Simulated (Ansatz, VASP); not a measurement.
One calculation of BN, two programs

INCAR

```
SYSTEM = BN
PREC     = Accurate       ! precision mode
ENCUT    = 600            ! plane-wave cutoff, eV
EDIFF    = 1E-6           ! SCF threshold, eV
ISMEAR   = 0              ! smearing method
SIGMA    = 0.01           ! smearing width, eV
LREAL    = .False.        ! projectors in reciprocal space
LASPH    = .True.         ! aspherical terms in the spheres
NELM     = 120            ! most SCF steps
ALGO     = Normal         ! electronic algorithm
ISIF     = 2              ! what is computed and relaxed
LWAVE    = .False.        ! write WAVECAR
LCHARG   = .False.        ! write CHGCAR
GGA      = PE             ! functional
NBANDS   = 11             ! bands
GGA_COMPAT= .False.
```

Contents of KPOINTS:

```
Automatic mesh
0
Gamma
  10 10 10
  0 0 0
```

File POSCAR:

```
BN
1.0
    0.0000000000      1.7831699782      1.7831699782
    1.7831699782      0.0000000000      1.7831699782
    1.7831699782      1.7831699782      0.0000000000
B N
1 1
Direct
    0.0000000000      0.0000000000      0.0000000000
    0.2500000000      0.2500000000      0.2500000000
```

Input for Ansatz:

```yaml
crystal:
  lattice:
    - [0.0, 1.7831699782, 1.7831699782]
    - [1.7831699782, 0.0, 1.7831699782]
    - [1.7831699782, 1.7831699782, 0.0]
  atoms:
    - { symbol: B, position: [0.0, 0.0, 0.0] }
    - { symbol: "N", position: [0.25, 0.25, 0.25] }
scf:
  occupations: { method: fixed }
output:
  forces: true
  stress: true
  eigenvalues: true
hamiltonian:
  xc: pbe
  pseudopotentials: { kind: nc }
kpoints:
  mp_grid: { grid: [10, 10, 10] }
```

Alike in both runs: task single point; functional PBE; k mesh 10 × 10 × 10; no spin polarisation.

```csv
,VASP,Ansatz
version,VASP 6.6.1,Ansatz 0.2.0
potentials or method,"VASP PAW PBE potentials, release 64 (B, N)","scalar-relativistic, plane waves, norm-conserving pseudopotentials"
plane-wave cutoff (eV),600,1240
occupations,"gaussian, width 0.01 eV",fixed
valence electrons in the cell,8,8
```

```csv
,VASP,Ansatz,Ansatz less VASP
gap on the k mesh at the Fermi level (eV),4.50,4.51,+0.007
least direct gap on the mesh (eV),9.01,9.02,+0.011
pressure (GPa),19.9,20.0,+0.09
```
